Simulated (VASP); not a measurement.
Wanted: the native input for a VASP 6.6.1 run.

* Task: electric field gradients
* Functional: LDA
* Potentials or basis: VASP PAW LDA potentials, release 64 (Ga_d, N)
* Cutoff: 520 eV
* k mesh: 13 × 13 × 13
* Occupations: fermi-dirac, width 0.02 eV
* Spin: no spin polarisation
* Dipole correction: no
* Further INCAR settings: ALGO = Normal; EDIFF = 1e-08; NBANDS = 16

The structure of GaN lies in POSCAR:

```
GaN
1.0
    0.0000000000      1.9925000000      1.9925000000
    1.9925000000      0.0000000000      1.9925000000
    1.9925000000      1.9925000000      0.0000000000
Ga N
1 1
Direct
    0.5000000000      0.5000000000      0.5000000000
    0.0000000000      0.0000000000      0.0000000000
```

These files were run (other wordings do the same):

INCAR

```
ALGO = Normal
EDIFF = 1E-8
ENCUT = 520
GGA = CA
ISIF = 2
ISMEAR = -1
LASPH = True
LCHARG = False
LEFG = True
LREAL = False
LWAVE = False
NBANDS = 16
NELM = 60
PREC = Accurate
SIGMA = 0.02
```

KPOINTS

```
k-points
0
Gamma
  13 13 13
```

Potentials or basis: VASP PAW LDA potentials, release 64 (Ga_d, N).

Launch:

```sh
$ cat potpaw_LDA.64/Ga_d/POTCAR potpaw_LDA.64/N/POTCAR > POTCAR
$ mpirun -np 1 vasp_std > vasp.out
```

It gave:

* Pressure: 52.3 GPa
* Band gap on the k mesh: 1.73 eV (least direct gap 5.31 eV)
* Largest electric field gradient by atom: zero within the noise of the run

Caveat: the cell stands under pressure; an odd mesh through Γ misses points on the zone boundary, where band edges can lie.

Run time: 64 s on 1 thread of AMD EPYC 7R13, on a shared host, peak memory 0.11 GiB.
